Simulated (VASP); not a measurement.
# MnS (Fm-3m) in VASP: single point with LDA

Aim: the single point of MnS with LDA.

All numbers are computed with VASP 6.6.1; they aren't measurements. Logs are shortened: lines on timing, memory, paths and dates and some standing lists are left out, and cuts for length are marked.

### 1 The cell of the first run

Symmetry: Fm-3m, No. 225, cubic system. The conventional cell has a = 5.209 Å, b = 5.209 Å, c = 5.209 Å, α = 90.00°, β = 90.00°, γ = 90.00°. Mn (site symmetry m-3m) has 6 S at 2.60 Å within 3.4 Å. S (site symmetry m-3m) has 6 Mn at 2.60 Å within 3.4 Å.

### 2 Single point, LDA, collinear spin, ferromagnetic start

The input, INCAR:

```
SYSTEM = MnS
PREC = Accurate
ENCUT = 520
EDIFF = 1E-6
ISMEAR = -1
SIGMA = 0.05
LREAL = .False.
LASPH = .True.
NELM = 150
ALGO = Normal
ISIF = 2
LWAVE = .False.
LCHARG = .True.
ISPIN = 2
MAGMOM = 4 0
LORBIT = 11
LMAXMIX = 4
GGA = CA
LELF = .True.
LVHAR = .True.
NBANDS = 20
```

The input, KPOINTS:

```
Automatic mesh
0
Gamma
  8 8 8
  0 0 0
```

The input, POSCAR:

```
MnS
1.0
    3.6833190000      0.0000000000      0.0000000000
    1.8416595000      3.1898478242      0.0000000000
    1.8416595000      1.0632826081      3.0074173700
Mn S
1 1
Direct
    0.0000000000      0.0000000000      0.0000000000
    0.5000000000      0.5000000000      0.5000000000
```

Potentials or basis: VASP PAW LDA potentials, release 64 (Mn_pv, S).

Command:

```sh
$ cat potpaw_LDA.64/Mn_pv/POTCAR potpaw_LDA.64/S/POTCAR > POTCAR
$ mpirun -np 1 vasp_std > vasp.out
```

OUTCAR:

```text
SYSTEM = MnS
   PREC = Accurate
   ENCUT = 520
   EDIFF = 1E-6
   ISMEAR = -1
   LREAL = .False.
   LASPH = .True.
   NELM = 150
   ISIF = 2
   ISPIN = 2
   LORBIT = 11
   GGA = CA

 ion  position               nearest neighbor table
   1  0.000  0.000  0.000-   2 2.60   2 2.60   2 2.60   2 2.60   2 2.60   2 2.60
   2  0.500  0.500  0.500-   1 2.60   1 2.60   1 2.60   1 2.60   1 2.60   1 2.60

  LATTYP: Found a face centered cubic cell.
 ALAT       =     5.2089996843

  Lattice vectors:

 A1 = (   3.6833190000,   0.0000000000,   0.0000000000)
 A2 = (   1.8416595000,   3.1898478242,   0.0000000000)
 A3 = (   1.8416595000,   1.0632826081,   3.0074173700)

Analysis of symmetry for initial positions (statically):
=====================================================================
 Subroutine PRICEL returns:
 Original cell was already a primitive cell.

 Routine SETGRP: Setting up the symmetry group for a
 face centered cubic supercell.

 Subroutine GETGRP returns: Found 48 space group operations
 (whereof 48 operations were pure point group operations)
 out of a pool of 48 trial point group operations.

The static configuration has the point symmetry O_h .

Analysis of symmetry for dynamics (positions and initial velocities):
=====================================================================
 Subroutine PRICEL returns:
 Original cell was already a primitive cell.

 Routine SETGRP: Setting up the symmetry group for a
 face centered cubic supercell.

 Subroutine GETGRP returns: Found 48 space group operations
 (whereof 48 operations were pure point group operations)
 out of a pool of 48 trial point group operations.

The dynamic configuration has the point symmetry O_h .

Analysis of structural, dynamic, and magnetic symmetry:
=====================================================================
 Subroutine PRICEL returns:
 Original cell was already a primitive cell.

 Routine SETGRP: Setting up the symmetry group for a
 face centered cubic supercell.

 Subroutine GETGRP returns: Found 48 space group operations
 (whereof 48 operations were pure point group operations)
 out of a pool of 48 trial point group operations.

The overall configuration has the point symmetry O_h .

 Subroutine INISYM returns: Found 48 space group operations
 (whereof 48 operations are pure point group operations),
 and found     1 'primitive' translations

----------------------------------------------------------------------------------------

[... 107 lines left out ...]
   ISMEAR =    -1;   SIGMA  =   0.05  broadening in eV -4-tet -1-fermi 0-gaus
   EFERMI_NEDOS =   21; number of points for ismear=-14 and -15
   IALGO  =     38    algorithm
   IMIX   =      4    mixing-type and parameters
     AMIX     =   0.40;   BMIX     =  1.00
     AMIX_MAG =   1.60;   BMIX_MAG =  1.00
  volume/ion in A,a.u.               =      17.67       119.23
  Fermi-wavevector in a.u.,A,eV,Ry     =   1.331246  2.515690 24.112467  1.772216
  Thomas-Fermi vector in A             =   2.460272
   LORBIT       =     11    0 simple, 1 ext, 2 COOP (PROOUT), +10 PAW based schemes
   GGA     = CA    functional components
   LHFCALC =     F    Hartree Fock is set to
   AEXX    =    0.0000 exact exchange contribution
   IVDW    =     0    specifies the selected vdW correction
   LEPSILON=     F    determine dielectric tensor
   LRPA    =     F    only Hartree local field effects (RPA)
 spin polarized calculation
  energy-cutoff  :      520.00
  volume of cell :       35.33
 maximum number of plane-waves:       961
   NGX = 13   NGY = 13   NGZ = 13

 number of electron      18.9999989 magnetization       4.5492770

 Free energy of the ion-electron system (eV)
  ---------------------------------------------------
  ext. energy  EPLUGINS =         0.00000000
  ---------------------------------------------------
  free energy    TOTEN  =       -14.98100734 eV

  energy without entropy =      -14.97158763  energy(sigma->0) =      -14.97629749

 E-fermi :   6.3053     XC(G=0): -10.9776

 val. band max:        6.2475459609   @ k =   0.3750   0.1250   0.0000
 cond. band min:       6.3199385423   @ k =   0.2500   0.1250   0.0000
 fundamental gap:      0.0723925814
 Fermi energy:         6.3053341887

 spin component 1

 k-point     1 :       0.0000    0.0000    0.0000
  band No.  band energies     occupation
      1     -43.6088      1.00000
      2     -43.6088      1.00000
      3     -43.6088      1.00000
      4      -8.1275      1.00000
      5       3.2646      1.00000
      6       3.2646      1.00000
[... 541 lines left out ...]
     19      20.9410      0.00000
     20      21.6082      0.00000

 [... further k-points ...]

 spin component 2

 k-point     1 :       0.0000    0.0000    0.0000
  band No.  band energies     occupation
      1     -39.5954      1.00000
      2     -39.5954      1.00000
      3     -39.5954      1.00000
      4      -7.8128      1.00000
      5       4.7956      1.00000
      6       4.7956      1.00000
[... 541 lines left out ...]
     19      21.5756      0.00000
     20      22.2986      0.00000

 [... further k-points ...]
[... 5 lines left out ...]
  --------------------------------------------------------------------------------------
  -------------------------------------------------------------------------------------
  Total       -2.6326078     -2.6326078     -2.6326078     -0.0000000     -0.0000000     -0.0000000
  in kB     -119.3695995   -119.3695995   -119.3695995     -0.0000000     -0.0000000     -0.0000000
  external PRESSURE =    -119.3695995 kB  Pullay stress =       0.0000000 kB

 VOLUME and BASIS-vectors are now :
 -----------------------------------------------------------------------------
  energy-cutoff  :      520.00
  volume of cell :       35.33
      direct lattice vectors                 reciprocal lattice vectors
     3.683319000  0.000000000  0.000000000     0.271494269 -0.156747289 -0.110837071
     1.841659500  3.189847824  0.000000000     0.000000000  0.313494579 -0.110837071
     1.841659500  1.063282608  3.007417370     0.000000000  0.000000000  0.332511214

 POSITION                                       TOTAL-FORCE (eV/Angst)
 -----------------------------------------------------------------------------------
      0.00000      0.00000      0.00000         0.000000     -0.000000      0.000000
      3.68332      2.12657      1.50371        -0.000000      0.000000      0.000000
 -----------------------------------------------------------------------------------
    total drift:                                0.000000     -0.000000      0.000000

  FREE ENERGIE OF THE ION-ELECTRON SYSTEM (eV)
  ---------------------------------------------------
  free  energy   TOTEN  =       -14.9810073423 eV

  energy  without entropy=      -14.9715876288  energy(sigma->0) =      -14.97629749

 total charge

# of ion       s       p       d       tot
------------------------------------------
    1        0.222   6.163   4.960  11.345
    2        1.329   2.360   0.000   3.689
--------------------------------------------------
tot          1.551   8.523   4.960  15.034

 magnetization (x)

# of ion       s       p       d       tot
------------------------------------------
    1        0.046   0.033   4.017   4.096
    2        0.025   0.076   0.000   0.101
--------------------------------------------------
tot          0.071   0.109   4.017   4.198
```

OSZICAR:

```text
N       E                     dE             d eps       ncg     rms          rms(c)
DAV:   1     0.152248762474E+03    0.15225E+03   -0.10215E+04  2328   0.985E+02
DAV:   2    -0.822839214380E+01   -0.16048E+03   -0.15103E+03  2448   0.284E+02
DAV:   3    -0.161198599623E+02   -0.78915E+01   -0.77926E+01  2708   0.680E+01
DAV:   4    -0.162163314161E+02   -0.96471E-01   -0.96408E-01  2612   0.768E+00
DAV:   5    -0.162178002025E+02   -0.14688E-02   -0.14687E-02  2632   0.993E-01    0.111E+01
DAV:   6    -0.152053848479E+02    0.10124E+01   -0.58388E+00  2588   0.287E+01    0.107E+01
DAV:   7    -0.149934938829E+02    0.21189E+00   -0.97402E-01  2540   0.145E+01    0.574E+00
DAV:   8    -0.149898009838E+02    0.36929E-02   -0.34637E-02  2600   0.171E+00    0.326E+00
DAV:   9    -0.149748065465E+02    0.14994E-01   -0.19707E-02  3032   0.146E+00    0.103E+00
DAV:  10    -0.149813408746E+02   -0.65343E-02   -0.93402E-03  2568   0.948E-01    0.182E-01
DAV:  11    -0.149809954007E+02    0.34547E-03   -0.11537E-03  2564   0.197E-01    0.132E-01
DAV:  12    -0.149809714449E+02    0.23956E-04   -0.22152E-04  2608   0.835E-02    0.105E-01
DAV:  13    -0.149810006703E+02   -0.29225E-04   -0.13038E-05  2612   0.374E-02    0.481E-02
DAV:  14    -0.149810070503E+02   -0.63800E-05   -0.73358E-06  2888   0.250E-02    0.142E-02
DAV:  15    -0.149810073423E+02   -0.29202E-06   -0.16617E-06  1916   0.998E-03
   1 F= -.14981007E+02 E0= -.14976297E+02  d E =-.941971E-02  mag=     4.5488
```

stdout:

```text
POSCAR found type information on POSCAR MnS
 POSCAR found :  2 types and       2 ions
 scaLAPACK will be used
 LDA part: xc-table for (Slater(with rela. corr.)+CA(PZ))
 , standard interpolation
 POSCAR, INCAR and KPOINTS ok, starting setup
 FFT: planning ... GRIDC
 FFT: planning ... GRID_SOFT
 FFT: planning ... GRID
 WAVECAR not read
 entering main loop
```

Wall time 51 s (1 thread of AMD EPYC 7R43 (Zen 3), shared host); peak memory 0.13 GiB.

Results:

```
Free energy                                           : -14.9810 eV
Pressure                                              : -11.9 GPa
Net moment                                            : 4.55 μB per cell
Site moments                                          : Mn +4.10; S +0.10 μB
Valence electrons inside the program's atomic spheres : Mn 11.35; S 3.69
```

Caveat: a cell with one magnetic atom can't hold antiferromagnetic order, which such compounds often take; semilocal functionals often make such compounds metallic where correlation or magnetic order opens a gap, which also shifts bond lengths. With open d or f shells a metallic result of LDA can be an artefact of self-interaction; +U or a hybrid may open a gap.
